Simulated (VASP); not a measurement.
# BN (P6_3mc) in VASP: a series of runs

BN is run at these levels: PBE+U; tasks: single point.

Everything below comes from runs of VASP 6.6.1. Logs are shortened: lines on timing, memory, paths and dates and some standing lists are left out, and cuts for length are marked.

## Step 1: The cell of the first run

Symmetry: P6_3mc, No. 186, hexagonal system. Conventional cell: a = 2.554 Å, b = 2.554 Å, c = 4.227 Å, α = 90.00°, β = 90.00°, γ = 120.00°. B (site symmetry 3m) has 4 N at 1.57 to 1.58 Å within 2.1 Å. Within 2.1 Å of N (site symmetry 3m) lie 4 B at 1.57 to 1.58 Å.

## Step 2: Single point, PBE+U

File INCAR:

```
PREC = Accurate ; ENCUT = 1330
EDIFF = 1E-6 ; ISMEAR = 0
SIGMA = 0.1 ; LREAL = False
LASPH = True ; NELM = 200
ALGO = Normal ; ISIF = 2
LWAVE = False ; LCHARG = False
LDAU = True ; LDAUTYPE = 2
LDAUL = -1 1 ; LDAUU = 0 4.9
LDAUJ = 0 0 ; LDAUPRINT = 1
GGA = PE ; NBANDS = 16
GGA_COMPAT = False
```

File KPOINTS:

```
Automatic mesh
0
Gamma
  6 6 4
```

File POSCAR:

```
BN
1.0
    2.5539396017      0.0000000000      0.0000000000
   -1.2769698009      2.2117765748      0.0000000000
    0.0000000000      0.0000000000      4.2268550000
B N
2 2
Direct
    0.6666666667      0.3333333333      0.9997240000
    0.3333333333      0.6666666667      0.4997240000
    0.6666666667      0.3333333333      0.6252760000
    0.3333333333      0.6666666667      0.1252760000
```

Potentials or basis: VASP PAW PBE potentials, release 64 (B_h, N_h).

The run is started by

```sh
> cat potpaw_PBE.64/B_h/POTCAR potpaw_PBE.64/N_h/POTCAR > POTCAR
> mpirun -np 1 vasp_std > vasp.out
```

OUTCAR:

```text
PREC = Accurate
   ENCUT = 1330
   EDIFF = 1E-6
   ISMEAR = 0
   LREAL = False
   LASPH = True
   NELM = 200
   ISIF = 2
   GGA = PE

 ion  position               nearest neighbor table
   1  0.667  0.333  1.000-
   2  0.333  0.667  0.500-
   3  0.667  0.333  0.625-
   4  0.333  0.667  0.125-

  LATTYP: Found a hexagonal cell.
 ALAT       =     2.5539396017
 C/A-ratio  =     1.6550332659

  Lattice vectors:

 A1 = (   2.5539396017,   0.0000000000,   0.0000000000)
 A2 = (  -1.2769698009,   2.2117765748,   0.0000000000)
 A3 = (   0.0000000000,   0.0000000000,   4.2268550000)

Analysis of symmetry for initial positions (statically):
=====================================================================
 Subroutine PRICEL returns:
 Original cell was already a primitive cell.

 Routine SETGRP: Setting up the symmetry group for a
 hexagonal supercell.

 Subroutine GETGRP returns: Found 12 space group operations
 (whereof  6 operations were pure point group operations)
 out of a pool of 24 trial point group operations.

The static configuration has the point symmetry C_3v.
 The point group associated with its full space group is C_6v.

Analysis of symmetry for dynamics (positions and initial velocities):
=====================================================================
 Subroutine PRICEL returns:
 Original cell was already a primitive cell.

 Routine SETGRP: Setting up the symmetry group for a
 hexagonal supercell.

 Subroutine GETGRP returns: Found 12 space group operations
 (whereof  6 operations were pure point group operations)
 out of a pool of 24 trial point group operations.

The dynamic configuration has the point symmetry C_3v.
 The point group associated with its full space group is C_6v.

 Subroutine INISYM returns: Found 12 space group operations
 (whereof  6 operations are pure point group operations),
 and found     1 'primitive' translations

----------------------------------------------------------------------------------------

                                     Primitive cell
[... 89 lines left out ...]
   ENCUT  = 1330.0 eV  97.75 Ry    9.89 a.u.   7.59  7.59 12.57*2*pi/ulx,y,z
   NELM   =    200;   NELMIN=  2; NELMDL= -5     # of ELM steps
   EDIFF  = 0.1E-05   stopping-criterion for ELM
   LREAL  =      F    real-space projection
   EDIFFG = 0.1E-04   stopping-criterion for IOM
   NSW    =      0    number of steps for IOM
   IBRION =     -1    ionic relax: 0-MD 1-quasi-New 2-CG
   NFREE  =      0    steps in history (QN), initial steepest desc. (CG)
   ISIF   =      2    stress and relaxation
   ISYM   =      2    0-nonsym 1-usesym 2-fastsym
   POTIM  = 0.5000    time-step for ionic-motion
   TEBEG  =    0.0;   TEEND  =   0.0 temperature during run
   PSTRESS=    0.0 pullay stress
   NELECT =      16.0000    total number of electrons
   NUPDOWN=      -1.0000    fix difference up-down
   EMIN   =  10.00;   EMAX   =-10.00  energy-range for DOS
   EFERMI =   0.00;   METHOD = LEGACY
   ISMEAR =     0;   SIGMA  =   0.10  broadening in eV -4-tet -1-fermi 0-gaus
   EFERMI_NEDOS =   21; number of points for ismear=-14 and -15
   IALGO  =     38    algorithm
   IMIX   =      4    mixing-type and parameters
     AMIX     =   0.40;   BMIX     =  1.00
     AMIX_MAG =   1.60;   BMIX_MAG =  1.00
  volume/ion in A,a.u.               =       5.97        40.28
  Fermi-wavevector in a.u.,A,eV,Ry     =   1.432600  2.707222 27.923836  2.052344
  Thomas-Fermi vector in A             =   2.552210
   LORBIT       =      0    0 simple, 1 ext, 2 COOP (PROOUT), +10 PAW based schemes
 LDA+U is selected, type is set to LDAUTYPE =  2
   angular momentum for each species LDAUL =    -1    1
   U (eV)           for each species LDAUU =   0.0  4.9
   J (eV)           for each species LDAUJ =   0.0  0.0
   GGA     = PE    functional components
   LHFCALC =     F    Hartree Fock is set to
   AEXX    =    0.0000 exact exchange contribution
   IVDW    =     0    specifies the selected vdW correction
   LEPSILON=     F    determine dielectric tensor
   LRPA    =     F    only Hartree local field effects (RPA)
 non-spin polarized calculation
 Gauss-broadening in eV      SIGMA  =   0.10
  energy-cutoff  :     1330.00
  volume of cell :       23.88
 maximum number of plane-waves:      2654
   NGX = 15   NGY = 15   NGZ = 25

 number of electron      16.0000000 magnetization

 Free energy of the ion-electron system (eV)
  ---------------------------------------------------
  ext. energy  EPLUGINS =         0.00000000
  ---------------------------------------------------
  free energy    TOTEN  =       -29.05037041 eV

  energy without entropy =      -29.05037041  energy(sigma->0) =      -29.05037041

 E-fermi :   9.8465     XC(G=0): -12.8962

 val. band max:        9.3983594734   @ k =   0.0000   0.0000   0.0000
 cond. band min:      14.3758384524   @ k =   0.3333   0.3333   0.0000
 fundamental gap:      4.9774789790
 Fermi energy:         9.8464523757

 k-point     1 :       0.0000    0.0000    0.0000
  band No.  band energies     occupation
      1     -11.2892      2.00000
      2      -7.2375      2.00000
      3      -1.5879      2.00000
      4       7.2457      2.00000
      5       7.2457      2.00000
      6       9.1221      2.00000
[... 376 lines left out ...]
      3       0.4841      2.00000
      4       0.4841      2.00000
      5       1.6067      2.00000
      6       1.6067      2.00000
[... 8 lines left out ...]
     15      25.8467      0.00000
     16      25.8467      0.00000

------------------------ aborting loop because EDIFF is reached ----------------------------------------

  FORCE on cell =-STRESS in cart. coord.  units (eV):
  Direction    XX          YY          ZZ          XY          YZ          ZX
  --------------------------------------------------------------------------------------
  -------------------------------------------------------------------------------------
  Total        1.1639195      1.1639195      1.1056195     -0.0000000      0.0000000      0.0000000
  in kB       78.1023837     78.1023837     74.1902887     -0.0000000      0.0000000      0.0000000
  external PRESSURE =      76.7983521 kB  Pullay stress =       0.0000000 kB

 VOLUME and BASIS-vectors are now :
 -----------------------------------------------------------------------------
  energy-cutoff  :     1330.00
  volume of cell :       23.88
      direct lattice vectors                 reciprocal lattice vectors
     2.553939602  0.000000000  0.000000000     0.391551938  0.226062617  0.000000000
    -1.276969801  2.211776575  0.000000000     0.000000000  0.452125233  0.000000000
     0.000000000  0.000000000  4.226855000     0.000000000  0.000000000  0.236582518

 POSITION                                       TOTAL-FORCE (eV/Angst)
 -----------------------------------------------------------------------------------
      1.27697      0.73726      4.22569         0.000000      0.000000      0.005357
     -0.00000      1.47452      2.11226        -0.000000     -0.000000      0.005357
      1.27697      0.73726      2.64295         0.000000     -0.000000     -0.005357
     -0.00000      1.47452      0.52952        -0.000000      0.000000     -0.005357
 -----------------------------------------------------------------------------------
    total drift:                                0.000000      0.000000     -0.000097

  FREE ENERGIE OF THE ION-ELECTRON SYSTEM (eV)
  ---------------------------------------------------
  free  energy   TOTEN  =       -29.0503704078 eV

  energy  without entropy=      -29.0503704078  energy(sigma->0) =      -29.05037041
```

OSZICAR:

```text
N       E                     dE             d eps       ncg     rms          rms(c)
DAV:   1     0.854149297293E+02    0.85415E+02   -0.14809E+04   672   0.205E+03
DAV:   2    -0.237449640964E+02   -0.10916E+03   -0.97764E+02   968   0.288E+02
DAV:   3    -0.301941516840E+02   -0.64492E+01   -0.64019E+01   904   0.636E+01
DAV:   4    -0.302379764529E+02   -0.43825E-01   -0.43819E-01   744   0.620E+00
DAV:   5    -0.302383040654E+02   -0.32761E-03   -0.32761E-03   936   0.536E-01    0.722E+00
DAV:   6    -0.291669145068E+02    0.10714E+01   -0.12232E+00   832   0.988E+00    0.318E+00
DAV:   7    -0.290630149003E+02    0.10390E+00   -0.28565E-01   872   0.410E+00    0.156E+00
DAV:   8    -0.290503913676E+02    0.12624E-01   -0.36851E-02   800   0.164E+00    0.213E-01
DAV:   9    -0.290502639553E+02    0.12741E-03   -0.25621E-03   784   0.528E-01    0.112E-01
DAV:  10    -0.290503612562E+02   -0.97301E-04   -0.49112E-04   808   0.230E-01    0.205E-02
DAV:  11    -0.290503721478E+02   -0.10892E-04   -0.73166E-05   864   0.807E-02    0.143E-02
DAV:  12    -0.290503704632E+02    0.16845E-05   -0.89551E-06   840   0.301E-02    0.144E-03
DAV:  13    -0.290503704078E+02    0.55425E-07   -0.51009E-07   336   0.653E-03
   1 F= -.29050370E+02 E0= -.29050370E+02  d E =-.149282E-11
```

stdout:

```text
POSCAR found type information on POSCAR B N
 POSCAR found :  2 types and       4 ions
 scaLAPACK will be used
 LDA part: xc-table for (Slater+PW92), standard interpolation
 POSCAR, INCAR and KPOINTS ok, starting setup
 FFT: planning ... GRIDC
 FFT: planning ... GRID_SOFT
 FFT: planning ... GRID
 WAVECAR not read
 entering main loop
```

Wall time 17 s (1 thread of Intel Xeon 6975P-C (Granite Rapids), shared host); peak memory 0.19 GiB.

What came out:

- Free energy: -29.0504 eV
- Pressure: 7.7 GPa
- Largest force: 0.005 eV/Å
- Band gap on the k mesh: 4.98 eV (least direct gap 8.01 eV)

Forces in eV/Å, atoms in the order of the input:
```
B    0.000  0.000  0.005
B    0.000  0.000  0.005
N    0.000  0.000 -0.005
N    0.000  0.000 -0.005
```

Caveat: the k points lie up to 0.47 Å⁻¹ apart.

## Step 3: Single point, PBE+U

File INCAR:

```
  ALGO = Normal
  EDIFF = 1E-6
  ENCUT = 1330
  GGA = PE
  GGA_COMPAT = False
  ISIF = 2
  ISMEAR = 0
  LASPH = True
  LCHARG = False
  LDAU = True
  LDAUJ = 0 0
  LDAUL = -1 1
  LDAUPRINT = 1
  LDAUTYPE = 2
  LDAUU = 0 7
  LREAL = False
  LWAVE = False
  NBANDS = 16
  NELM = 200
  PREC = Accurate
  SIGMA = 0.1
```

File KPOINTS:

```
k-points
0
Gamma
  6 6 4
```

POSCAR is that of step 2.

Potentials or basis: VASP PAW PBE potentials, release 64 (B_h, N_h).

The run is started by

```sh
> cat potpaw_PBE.64/B_h/POTCAR potpaw_PBE.64/N_h/POTCAR > POTCAR
> mpirun -np 1 vasp_std > vasp.out
```

OUTCAR:

```text
EDIFF = 1E-6
   ENCUT = 1330
   GGA = PE
   ISIF = 2
   ISMEAR = 0
   LASPH = True
   LREAL = False
   NELM = 200
   PREC = Accurate

 ion  position               nearest neighbor table
   1  0.667  0.333  1.000-
   2  0.333  0.667  0.500-
   3  0.667  0.333  0.625-
   4  0.333  0.667  0.125-

  LATTYP: Found a hexagonal cell.
 ALAT       =     2.5539396017
 C/A-ratio  =     1.6550332659

  Lattice vectors:

 A1 = (   2.5539396017,   0.0000000000,   0.0000000000)
 A2 = (  -1.2769698009,   2.2117765748,   0.0000000000)
 A3 = (   0.0000000000,   0.0000000000,   4.2268550000)

Analysis of symmetry for initial positions (statically):
=====================================================================
 Subroutine PRICEL returns:
 Original cell was already a primitive cell.

 Routine SETGRP: Setting up the symmetry group for a
 hexagonal supercell.
[... 169 lines left out ...]
  free energy    TOTEN  =       -26.58682462 eV

  energy without entropy =      -26.58682462  energy(sigma->0) =      -26.58682462

 E-fermi :  10.0220     XC(G=0): -12.9072

 val. band max:        9.5241539781   @ k =   0.0000   0.0000   0.0000
 cond. band min:      14.4014701509   @ k =   0.3333   0.3333   0.0000
 fundamental gap:      4.8773161728
 Fermi energy:        10.0219579971

 k-point     1 :       0.0000    0.0000    0.0000
  band No.  band energies     occupation
      1     -11.3406      2.00000
      2      -7.3104      2.00000
      3      -1.5329      2.00000
      4       7.3475      2.00000
      5       7.3475      2.00000
      6       9.2476      2.00000
[... 376 lines left out ...]
      3       0.5459      2.00000
      4       0.5459      2.00000
      5       1.6689      2.00000
      6       1.6689      2.00000
[... 8 lines left out ...]
     15      25.9443      0.00000
     16      25.9443      0.00000

------------------------ aborting loop because EDIFF is reached ----------------------------------------

  FORCE on cell =-STRESS in cart. coord.  units (eV):
  Direction    XX          YY          ZZ          XY          YZ          ZX
  --------------------------------------------------------------------------------------
  -------------------------------------------------------------------------------------
  Total        1.6863969      1.6863969      1.6569168     -0.0000000     -0.0000000      0.0000000
  in kB      113.1621416    113.1621416    111.1839391     -0.0000000     -0.0000000      0.0000000
  external PRESSURE =     112.5027408 kB  Pullay stress =       0.0000000 kB

 VOLUME and BASIS-vectors are now :
 -----------------------------------------------------------------------------
  energy-cutoff  :     1330.00
  volume of cell :       23.88
      direct lattice vectors                 reciprocal lattice vectors
     2.553939602  0.000000000  0.000000000     0.391551938  0.226062617  0.000000000
    -1.276969801  2.211776575  0.000000000     0.000000000  0.452125233  0.000000000
     0.000000000  0.000000000  4.226855000     0.000000000  0.000000000  0.236582518

 POSITION                                       TOTAL-FORCE (eV/Angst)
 -----------------------------------------------------------------------------------
      1.27697      0.73726      4.22569         0.000000     -0.000000     -0.001705
     -0.00000      1.47452      2.11226        -0.000000      0.000000     -0.001705
      1.27697      0.73726      2.64295         0.000000      0.000000      0.001705
     -0.00000      1.47452      0.52952        -0.000000      0.000000      0.001705
 -----------------------------------------------------------------------------------
    total drift:                                0.000000      0.000000     -0.000142

  FREE ENERGIE OF THE ION-ELECTRON SYSTEM (eV)
  ---------------------------------------------------
  free  energy   TOTEN  =       -26.5868246244 eV

  energy  without entropy=      -26.5868246244  energy(sigma->0) =      -26.58682462
```

stdout:

```text
POSCAR found type information on POSCAR B N
 POSCAR found :  2 types and       4 ions
 scaLAPACK will be used
 LDA part: xc-table for (Slater+PW92), standard interpolation
 POSCAR, INCAR and KPOINTS ok, starting setup
 FFT: planning ... GRIDC
 FFT: planning ... GRID_SOFT
 FFT: planning ... GRID
 WAVECAR not read
 entering main loop
```

Run time: 30 s. Hardware: 1 thread of Intel Xeon Platinum 8259CL at 2.50GHz (Skylake/Cascade Lake), shared host; peak memory 0.2 GiB.

What came out:

| Quantity | Value |
| --- | --- |
| Free energy | -26.5868 eV |
| Pressure | 11.3 GPa |
| Band gap on the k mesh | 4.88 eV (least direct gap 7.90 eV) |

Stress tensor (GPa, compression positive):
```
11.32  0.00  0.00
 0.00 11.32  0.00
 0.00  0.00 11.12
```

Caveat: the k points lie up to 0.47 Å⁻¹ apart. A k mesh can miss the band edges.
